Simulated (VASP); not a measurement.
# Cu (Fm-3m) in VASP: notebook

Cu is run at these levels: PBEsol-based global hybrid with 25 % exact exchange, HSE06, PBE0; tasks: relaxation of cell and atoms, single point.

Program: VASP 6.6.1. These are calculated values, not measurements. Logs are shortened: lines on timing, memory, paths and dates and some standing lists are left out, and cuts for length are marked.

### Step 1. The cell of the first run

Symmetry: Fm-3m, No. 225, cubic system. Conventional cell: a = 3.615 Å, b = 3.615 Å, c = 3.615 Å, α = 90.00°, β = 90.00°, γ = 90.00°. Within 3.4 Å of Cu (site symmetry m-3m) lie 12 Cu at 2.56 Å.

### Step 2. Relaxation of cell and atoms, PBEsol-based global hybrid with 25 % exact exchange

Contents of POSCAR:

```
Cu
1.0
    0.0000000000      1.8075000000      1.8075000000
    1.8075000000      0.0000000000      1.8075000000
    1.8075000000      1.8075000000      0.0000000000
Cu
1
Direct
    0.0000000000      0.0000000000      0.0000000000
```

Contents of INCAR.step1:

```
SYSTEM = Cu
PREC = Accurate ; ENCUT = 600
EDIFF = 1E-5 ; ISMEAR = -1
SIGMA = 0.05 ; LREAL = .False.
LASPH = .True. ; NELM = 120
ALGO = Normal ; LWAVE = .True.
LCHARG = .False. ; GGA = PE
NBANDS = 12 ; GGA_COMPAT = .False.
IBRION = 2 ; ISIF = 3
EDIFFG = -0.005 ; NELMIN = 4
NSW = 100
```

Contents of INCAR.step2:

```
SYSTEM = Cu
PREC = Accurate ; ENCUT = 600
EDIFF = 1E-7 ; ISMEAR = -1
SIGMA = 0.05 ; LREAL = .False.
LASPH = .True. ; NELM = 120
ALGO = Normal ; ISIF = 3
LWAVE = .False. ; LCHARG = .False.
GGA = PS ; LHFCALC = .True.
AEXX = 0.25 ; PRECFOCK = Normal
IBRION = 2 ; NSW = 60
EDIFFG = -0.01 ; ISTART = 1
GGA_COMPAT = .False. ; NELMIN = 4
```

Contents of KPOINTS:

```
regular mesh
0
Gamma
  7 7 7
  0 0 0
```

Potentials or basis: VASP PAW PBE potentials, release 64 (Cu).

On the command line:

```console
$ cat potpaw_PBE.64/Cu/POTCAR > POTCAR
$ cp INCAR.step1 INCAR
$ mpirun -np 1 vasp_std > vasp.out
$ cp INCAR.step2 INCAR
$ mpirun -np 1 vasp_std > vasp.out
```

OUTCAR:

```text
SYSTEM = Cu
   PREC = Accurate
   ENCUT = 600
   EDIFF = 1E-7
   ISMEAR = -1
   LREAL = .False.
   LASPH = .True.
   NELM = 120
   ISIF = 3
   GGA = PS
   LHFCALC = .True.
   AEXX = 0.25
   PRECFOCK = Normal
   IBRION = 2
   NSW = 60
   EDIFFG = -0.01
   ISTART = 1
   NELMIN = 4

 ion  position               nearest neighbor table
   1  0.000  0.000  0.000-

  LATTYP: Found a face centered cubic cell.
 ALAT       =     3.6150000000

  Lattice vectors:

 A1 = (   0.0000000000,   1.8075000000,   1.8075000000)
 A2 = (   1.8075000000,   0.0000000000,   1.8075000000)
 A3 = (   1.8075000000,   1.8075000000,   0.0000000000)

Analysis of symmetry for initial positions (statically):
=====================================================================
 Subroutine PRICEL returns:
 Original cell was already a primitive cell.

 Routine SETGRP: Setting up the symmetry group for a
 face centered cubic supercell.

 Subroutine GETGRP returns: Found 48 space group operations
 (whereof 48 operations were pure point group operations)
 out of a pool of 48 trial point group operations.

The static configuration has the point symmetry O_h .

Analysis of symmetry for dynamics (positions and initial velocities):
=====================================================================
 Subroutine PRICEL returns:
 Original cell was already a primitive cell.

 Routine SETGRP: Setting up the symmetry group for a
 face centered cubic supercell.

 Subroutine GETGRP returns: Found 48 space group operations
 (whereof 48 operations were pure point group operations)
 out of a pool of 48 trial point group operations.

The dynamic configuration has the point symmetry O_h .

 Subroutine INISYM returns: Found 48 space group operations
 (whereof 48 operations are pure point group operations),
 and found     1 'primitive' translations

----------------------------------------------------------------------------------------

                                     Primitive cell

  volume of cell :      11.8104

  direct lattice vectors                    reciprocal lattice vectors
     0.000000000  1.807500000  1.807500000    -0.276625173  0.276625173  0.276625173
     1.807500000  0.000000000  1.807500000     0.276625173 -0.276625173  0.276625173
     1.807500000  1.807500000  0.000000000     0.276625173  0.276625173 -0.276625173

  length of vectors
     2.556191014  2.556191014  2.556191014     0.479128854  0.479128854  0.479128854

  position of ions in fractional coordinates (direct lattice)
     0.000000000  0.000000000  0.000000000

  ion indices of the primitive-cell ions
   primitive index   ion index
                 1           1

----------------------------------------------------------------------------------------

 KPOINTS: regular mesh

Automatic generation of k-mesh.
 Grid dimensions read from file:
 generate k-points for:    7    7    7

 Generating k-lattice:

  Cartesian coordinates                     Fractional coordinates (reciprocal lattice)
    -0.039517882  0.039517882  0.039517882     0.142857143  0.000000000  0.000000000
     0.039517882 -0.039517882  0.039517882     0.000000000  0.142857143  0.000000000
     0.039517882  0.039517882 -0.039517882     0.000000000  0.000000000  0.142857143

  Length of vectors
     0.068446979  0.068446979  0.068446979

  Shift w.r.t. Gamma in fractional coordinates (k-lattice)
     0.000000000  0.000000000  0.000000000

 Subroutine IBZKPT returns following result:
 ===========================================

 Found     20 irreducible k-points:

 Following reciprocal coordinates:
            Coordinates               Weight
  0.000000  0.000000  0.000000      1.000000
  0.142857  0.000000  0.000000      8.000000
  0.285714  0.000000  0.000000      8.000000
  0.428571  0.000000  0.000000      8.000000
  0.142857  0.142857  0.000000      6.000000
  0.285714  0.142857  0.000000     24.000000
[... 12 lines left out ...]
 -0.428571  0.428571  0.142857     24.000000
 -0.285714  0.428571  0.142857     24.000000
   k-points           NKPTS =     20   k-points in BZ     NKDIM =    343   number of bands    NBANDS=      9
   number of dos      NEDOS =    301   number of ions     NIONS =      1
   total plane-waves  NPLWV =   8000
   dimension x,y,z NGX =    20 NGY =   20 NGZ =   20
   dimension x,y,z NGXF=    40 NGYF=   40 NGZF=   40
   ions per type =               1
   NGX,Y,Z   is equivalent  to a cutoff of  13.01, 13.01, 13.01 a.u.
   NGXF,Y,Z  is equivalent  to a cutoff of  26.01, 26.01, 26.01 a.u.
 SYSTEM =  Cu
   PREC   = accura    normal or accurate (medium, high low for compatibility)
   ISTART =      1    job   : 0-new  1-cont  2-samecut
   ICHARG =      0    charge: 1-file 2-atom 10-const
   ISPIN  =      1    spin polarized calculation?
   LNONCOLLINEAR =      F non collinear calculations
   LSORBIT =      F    spin-orbit coupling
   LASPH  =      T    aspherical Exc in radial PAW
[... 64 lines left out ...]
  --------------------------------------------------------------------------------------
  -------------------------------------------------------------------------------------
  Total       -0.3020606     -0.3020606     -0.3020606      0.0000000      0.0000000      0.0000000
  in kB      -40.9769679    -40.9769679    -40.9769679      0.0000000      0.0000000      0.0000000
  external PRESSURE =     -40.9769679 kB  Pullay stress =       0.0000000 kB

 VOLUME and BASIS-vectors are now :
 -----------------------------------------------------------------------------
  energy-cutoff  :      600.00
  volume of cell :       11.81
      direct lattice vectors                 reciprocal lattice vectors
     0.000000000  1.807500000  1.807500000    -0.276625173  0.276625173  0.276625173
     1.807500000  0.000000000  1.807500000     0.276625173 -0.276625173  0.276625173
     1.807500000  1.807500000  0.000000000     0.276625173  0.276625173 -0.276625173

 POSITION                                       TOTAL-FORCE (eV/Angst)
 -----------------------------------------------------------------------------------
      0.00000      0.00000      0.00000         0.000000     -0.000000     -0.000000
 -----------------------------------------------------------------------------------
    total drift:                               -0.000000      0.000000      0.000000

  FREE ENERGIE OF THE ION-ELECTRON SYSTEM (eV)
  ---------------------------------------------------
  free  energy   TOTEN  =        -4.3200567319 eV

  energy  without entropy=       -4.3188679404  energy(sigma->0) =       -4.31946234
[... 15 lines left out ...]
 VOLUME and BASIS-vectors are now :
 -----------------------------------------------------------------------------
  energy-cutoff  :      600.00
  volume of cell :       11.30
      direct lattice vectors                 reciprocal lattice vectors
     0.000000000  1.781160735  1.781160735    -0.280715822  0.280715822  0.280715822
     1.781160735  0.000000000  1.781160735     0.280715822 -0.280715822  0.280715822
     1.781160735  1.781160735  0.000000000     0.280715822  0.280715822 -0.280715822

 POSITION                                       TOTAL-FORCE (eV/Angst)
 -----------------------------------------------------------------------------------
      0.00000      1.78116      1.78116         0.000000      0.000000      0.000000
 -----------------------------------------------------------------------------------
    total drift:                               -0.000000     -0.000000     -0.000000

  FREE ENERGIE OF THE ION-ELECTRON SYSTEM (eV)
  ---------------------------------------------------
  free  energy   TOTEN  =        -4.3230861575 eV

  energy  without entropy=       -4.3218976359  energy(sigma->0) =       -4.32249190

--------------------------------------- Ionic step        3  -------------------------------------------

 number of electron      11.0000011 magnetization

 Free energy of the ion-electron system (eV)
  ---------------------------------------------------
  ext. energy  EPLUGINS =         0.00000000
  ---------------------------------------------------
  free energy    TOTEN  =        -4.32434473 eV

  energy without entropy =       -4.32315612  energy(sigma->0) =       -4.32375043

 E-fermi :   7.9200     XC(G=0): -10.1815

 val. band max:        6.3194799272   @ k =   0.4286   0.2857   0.0000
 cond. band min:       7.9368624353   @ k =   0.4286   0.4286   0.0000
 fundamental gap:      1.6173825081
 Fermi energy:         7.9200340768

 k-point     1 :       0.0000    0.0000    0.0000
  band No.  band energies     occupation
      1      -3.5122      2.00000
      2       2.5750      2.00000
      3       2.5750      2.00000
      4       2.5750      2.00000
      5       3.4375      2.00000
      6       3.4375      2.00000
      7      31.9845      0.00000
      8      35.1736      0.00000
      9      35.1736      0.00000

 k-point     2 :       0.1429    0.0000    0.0000
  band No.  band energies     occupation
      1      -2.6728      2.00000
      2       2.4365      2.00000
      3       2.7065      2.00000
      4       2.7065      2.00000
      5       3.4140      2.00000
      6       3.4140      2.00000
      7      27.5294      0.00000
      8      32.6632      0.00000
      9      33.8126      0.00000

 k-point     3 :       0.2857    0.0000    0.0000
  band No.  band energies     occupation
      1      -0.5791      2.00000
      2       2.5663      2.00000
      3       2.6976      2.00000
      4       2.6976      2.00000
      5       3.7069      2.00000
      6       3.7069      2.00000
      7      20.0956      0.00000
      8      31.5838      0.00000
      9      32.5878      0.00000
[... 215 lines left out ...]
 VOLUME and BASIS-vectors are now :
 -----------------------------------------------------------------------------
  energy-cutoff  :      600.00
  volume of cell :       11.48
      direct lattice vectors                 reciprocal lattice vectors
     0.000000000  1.790398175  1.790398175    -0.279267488  0.279267488  0.279267488
     1.790398175  0.000000000  1.790398175     0.279267488 -0.279267488  0.279267488
     1.790398175  1.790398175  0.000000000     0.279267488  0.279267488 -0.279267488

 POSITION                                       TOTAL-FORCE (eV/Angst)
 -----------------------------------------------------------------------------------
      0.00000      0.00000      0.00000         0.000000      0.000000     -0.000000
 -----------------------------------------------------------------------------------
    total drift:                               -0.000000     -0.000000     -0.000000

  FREE ENERGIE OF THE ION-ELECTRON SYSTEM (eV)
  ---------------------------------------------------
  free  energy   TOTEN  =        -4.3243447306 eV

  energy  without entropy=       -4.3231561236  energy(sigma->0) =       -4.32375043

 reached required accuracy - stopping structural energy minimisation
```

It took 80 min on 1 thread of AMD EPYC 7R43 (Zen 3), shared host; peak memory 0.1 GiB.

What came out:

```yaml
Free_energy: -4.3243 eV
Relaxed_volume: 11.48 Å³/atom
Relaxed_cell: a = 2.532 Å, b = 2.532 Å, c = 2.532 Å, α = 60.00°, β = 60.00°, γ = 60.00°
Space_group_after_relaxing_to_0.1_Å: Fm-3m (No. 225)
Energy_gained_by_relaxing: 4.3 meV/atom
Ionic_steps: 3
Pressure_after_relaxing: -0.1 GPa
Band_gap_on_the_k_mesh: zero (an odd number of electrons rules out a gap without spin polarisation)
```

Step by step:
| step | energy change (eV) | largest force (eV/Å) | pressure (GPa) | volume (Å³) |
| --- | --- | --- | --- | --- |
| 1 | 0.0000 | 0.0000 | -4.10 | 11.81 |
| 2 | -0.0030 | 0.0000 | 2.40 | 11.30 |
| 3 | -0.0043 | 0.0000 | -0.12 | 11.48 |

Final structure:
```cif
data_structure
_symmetry_space_group_name_H-M 'P 1'
_symmetry_Int_Tables_number 1
_cell_length_a 2.5320
_cell_length_b 2.5320
_cell_length_c 2.5320
_cell_angle_alpha 60.000
_cell_angle_beta 60.000
_cell_angle_gamma 60.000
_cell_volume 11.48
loop_
_atom_site_label
_atom_site_type_symbol
_atom_site_fract_x
_atom_site_fract_y
_atom_site_fract_z
_atom_site_occupancy
Cu1 Cu 0.00000 0.00000 0.00000 1
```

Caveat: the k points lie up to 0.43 Å⁻¹ apart in the final cell, too coarse for converged energies and pressures of a metal; the PAW data sets were made with another functional, which shifts forces and pressure a little.

### Step 3. Single point, HSE06

This run uses another cell than the first one, of 11.34 Å³/atom.

Contents of POSCAR:

```
Cu
1.0
    0.0000000000      1.7830713297      1.7830713297
    1.7830713297      0.0000000000      1.7830713297
    1.7830713297      1.7830713297      0.0000000000
Cu
1
Direct
    0.0000000000      0.0000000000      0.0000000000
```

Contents of INCAR.step1:

```
SYSTEM = Cu
ALGO     = Normal         ! electronic algorithm
EDIFF    = 1E-5           ! SCF threshold, eV
ENCUT    = 520            ! plane-wave cutoff, eV
GGA      = PE             ! functional
GGA_COMPAT= .False.      
ISIF     = 2              ! what is computed and relaxed
ISMEAR   = -1             ! smearing method
LASPH    = .True.         ! aspherical terms in the spheres
LCHARG   = .False.        ! write CHGCAR
LREAL    = .False.        ! projectors in reciprocal space
LWAVE    = .True.         ! write WAVECAR
NBANDS   = 12             ! bands
NELM     = 120            ! most SCF steps
PREC     = Accurate       ! precision mode
SIGMA    = 0.05           ! smearing width, eV
```

Contents of INCAR.step2:

```
SYSTEM = Cu
ALGO     = Normal         ! electronic algorithm
EDIFF    = 1E-6           ! SCF threshold, eV
ENCUT    = 520            ! plane-wave cutoff, eV
GGA      = PE             ! functional
GGA_COMPAT= .False.      
HFSCREEN = 0.2079         ! screening, 1/A
ISIF     = 2              ! what is computed and relaxed
ISMEAR   = -1             ! smearing method
ISTART   = 1            
LASPH    = .True.         ! aspherical terms in the spheres
LCHARG   = .False.        ! write CHGCAR
LHFCALC  = .True.         ! exact exchange
LREAL    = .False.        ! projectors in reciprocal space
LWAVE    = .False.        ! write WAVECAR
NBANDS   = 12             ! bands
NELM     = 120            ! most SCF steps
PREC     = Accurate       ! precision mode
PRECFOCK = Normal       
SIGMA    = 0.05           ! smearing width, eV
```

Contents of KPOINTS:

```
k-points
0
Gamma
  8 8 8
  0 0 0
```

Potentials or basis: VASP PAW PBE potentials, release 64 (Cu).

On the command line:

```console
$ cat potpaw_PBE.64/Cu/POTCAR > POTCAR
$ cp INCAR.step1 INCAR
$ mpirun -np 1 vasp_std > vasp.out
$ cp INCAR.step2 INCAR
$ mpirun -np 1 vasp_std > vasp.out
```

It took 27 min on 1 thread of Intel Xeon Platinum 8259CL at 2.50GHz (Skylake/Cascade Lake), shared host; peak memory 0.24 GiB.

It converged, with:

```yaml
Free_energy: -3.5916 eV
Pressure: 9.2 GPa
Band_gap_on_the_k_mesh: zero (an odd number of electrons rules out a gap without spin polarisation)
```

Levels at points of the mesh, in eV from the Fermi level:
```csv
k point,band 4,band 5,band 6,band 7,band 8,band 9
"(0.00, 0.00, 0.00)",-4.24,-3.36,-3.36,24.49,27.81,27.81
"(0.50, 0.00, 0.00)",-2.58,-2.58,-0.77,5.05,22.89,24.74
"(0.50, 0.50, 0.00)",-2.36,-2.36,2.28,8.75,15.02,15.02
```

Caveat: the k points lie up to 0.38 Å⁻¹ apart, too coarse for converged energies and pressures of a metal; the PAW data sets were made with another functional, which shifts forces and pressure a little.

### Step 4. Single point, PBE0

This run uses another cell than the first one, of 11.57 Å³/atom.

Contents of POSCAR:

```
Cu
1.0
    0.0000000000      1.7953687620      1.7953687620
    1.7953687620      0.0000000000      1.7953687620
    1.7953687620      1.7953687620      0.0000000000
Cu
1
Direct
    0.0000000000      0.0000000000      0.0000000000
```

Contents of INCAR.step1:

```
PREC = Accurate
ENCUT = 520
EDIFF = 1E-5
ISMEAR = -1
SIGMA = 0.05
LREAL = False
LASPH = True
NELM = 120
ALGO = Normal
ISIF = 2
LWAVE = True
LCHARG = False
GGA = PE
NBANDS = 12
GGA_COMPAT = False
```

Contents of INCAR.step2:

```
PREC = Accurate
ENCUT = 520
EDIFF = 1E-6
ISMEAR = -1
SIGMA = 0.05
LREAL = False
LASPH = True
NELM = 120
ALGO = Normal
ISIF = 2
LWAVE = False
LCHARG = False
GGA = PE
LHFCALC = True
AEXX = 0.25
PRECFOCK = Normal
ISTART = 1
NBANDS = 12
GGA_COMPAT = False
```

Contents of KPOINTS:

```
Automatic mesh
0
Gamma
  8 8 8
```

On the command line:

```console
$ cat potpaw_PBE.64/Cu/POTCAR > POTCAR
$ cp INCAR.step1 INCAR
$ mpirun -np 1 vasp_std > vasp.out
$ cp INCAR.step2 INCAR
$ mpirun -np 1 vasp_std > vasp.out
```

Run time: 26 min. Hardware: 1 thread of AMD EPYC 9R14 (Zen 4), shared host; peak memory 0.11 GiB.

The run converged. Its results:

* Free energy: -3.8160 eV
* Pressure: 5.4 GPa
* Band gap on the k mesh: zero (an odd number of electrons rules out a gap without spin polarisation)

Levels at points of the mesh, in eV from the Fermi level:
```csv
k point,band 4,band 5,band 6,band 7,band 8,band 9
"(0.00, 0.00, 0.00)",-4.37,-3.51,-3.51,24.91,28.09,28.09
"(0.50, 0.00, 0.00)",-2.73,-2.73,-0.78,5.51,23.31,25.02
"(0.50, 0.50, 0.00)",-2.52,-2.52,2.85,9.20,15.46,15.46
```

Caveat: the k points lie up to 0.38 Å⁻¹ apart, too coarse for converged energies and pressures of a metal; the PAW data sets were made with another functional, which shifts forces and pressure a little.

### Step 5. Overview

| task | level | cell | k mesh | cutoff (eV) | screening parameter | gap on the mesh (eV) | pressure (GPa) |
| --- | --- | --- | --- | --- | --- | --- | --- |
| relaxation of cell and atoms | PBEsol-based global hybrid with 25 % exact exchange | relaxed from a = 2.556 Å, angles 60.0°, 1 atom | 7 × 7 × 7 | 600 | - | none | -0.1 |
| single point | HSE06 | a = 2.522 Å, angles 60.0°, 1 atom | 8 × 8 × 8 | 520 | 0.2079 1/Å | none | 9.2 |
| single point | PBE0 | a = 2.539 Å, angles 60.0°, 1 atom | 8 × 8 × 8 | 520 | - | none | 5.4 |

Alike in all rows: potentials or basis VASP PAW PBE potentials, release 64 (Cu); no spin polarisation; smearing fermi-dirac 0.05 eV.

Caveats: all runs use coarse meshes; the PAW data sets were made with another functional, which shifts forces and pressure a little.

Absolute energies hang on the potentials; compare differences alone.
